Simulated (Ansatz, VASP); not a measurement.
# AlN in VASP and in Ansatz

Contents of POSCAR:

```
AlN
1.0
    0.0000000000      2.1839935596      2.1839935596
    2.1839935596      0.0000000000      2.1839935596
    2.1839935596      2.1839935596      0.0000000000
Al N
1 1
Direct
    0.0000000000      0.0000000000      0.0000000000
    0.2500000000      0.2500000000      0.2500000000
```

INCAR.step1

```
PREC     = Accurate       # precision mode
ENCUT    = 520            # plane-wave cutoff, eV
ISMEAR   = 0              # smearing method
SIGMA    = 0.1            # smearing width, eV
LREAL    = F              # projectors in reciprocal space
LASPH    = T              # aspherical terms in the spheres
NELM     = 80             # most SCF steps
NBANDS   = 11             # bands
GGA      = PE             # functional
ALGO     = Normal         # electronic algorithm
EDIFF    = 1E-4           # SCF threshold, eV
LWAVE    = T              # write WAVECAR
LCHARG   = F              # write CHGCAR
```

Contents of INCAR.step2:

```
PREC     = Accurate       # precision mode
ENCUT    = 520            # plane-wave cutoff, eV
EDIFF    = 1E-7           # SCF threshold, eV
ISMEAR   = 0              # smearing method
SIGMA    = 0.1            # smearing width, eV
LREAL    = F              # projectors in reciprocal space
LASPH    = T              # aspherical terms in the spheres
NELM     = 80             # most SCF steps
ALGO     = Normal         # electronic algorithm
ISIF     = 2              # what is computed and relaxed
LWAVE    = F              # write WAVECAR
LCHARG   = F              # write CHGCAR
METAGGA  = R2SCAN         # meta-GGA
LMIXTAU  = T            
IVDW     = 12             # dispersion correction
VDW_S6   = 1.0          
VDW_S8   = 0.78981345   
VDW_A1   = 0.49484001   
VDW_A2   = 5.73083694   
NBANDS   = 11             # bands
ISTART   = 1
```

The input KPOINTS:

```
regular mesh
0
Gamma
  10 10 10
```

Contents of input.yaml:

```yaml
crystal:
  lattice:
    - [0.0, 2.1839935596, 2.1839935596]
    - [2.1839935596, 0.0, 2.1839935596]
    - [2.1839935596, 2.1839935596, 0.0]
  atoms:
    - { symbol: Al, position: [0.0, 0.0, 0.0] }
    - { symbol: "N", position: [0.25, 0.25, 0.25] }
kpoints:
  mp_grid: { grid: [10, 10, 10] }
scf:
  occupations: { method: gaussian, width: 0.1 }
hamiltonian:
  xc: r2scan
  dispersion: d3bj
  pseudopotentials: { kind: all_electron, datasets: crystal }
output:
  forces: true
  stress: true
  eigenvalues: true
  elf: true
  volumetric_format: npy
```

Alike in both runs: functional r2SCAN; dispersion D3(BJ); k mesh 10 × 10 × 10; occupations gaussian, width 0.1 eV; no spin polarisation.

|  | VASP | Ansatz |
| --- | --- | --- |
| version | VASP 6.6.1 | Ansatz 0.2.0 |
| potentials or method | VASP PAW PBE potentials, release 64 (Al, N), cutoff 520 eV | all-electron PAW datasets made for the crystal |
| task | single point | electron localisation function |

|  | VASP | Ansatz | Ansatz less VASP |
| --- | --- | --- | --- |
| gap on the k mesh at the Fermi level (eV) | 3.93 | 3.94 | +0.008 |
| least direct gap on the mesh (eV) | 4.89 | 4.88 | -0.014 |
| pressure (GPa) | -2.1 | -1.7 | +0.44 |

VASP's potentials were made for PBE, not for r2SCAN. Ansatz ran all-electron here, and VASP with PAW potentials.
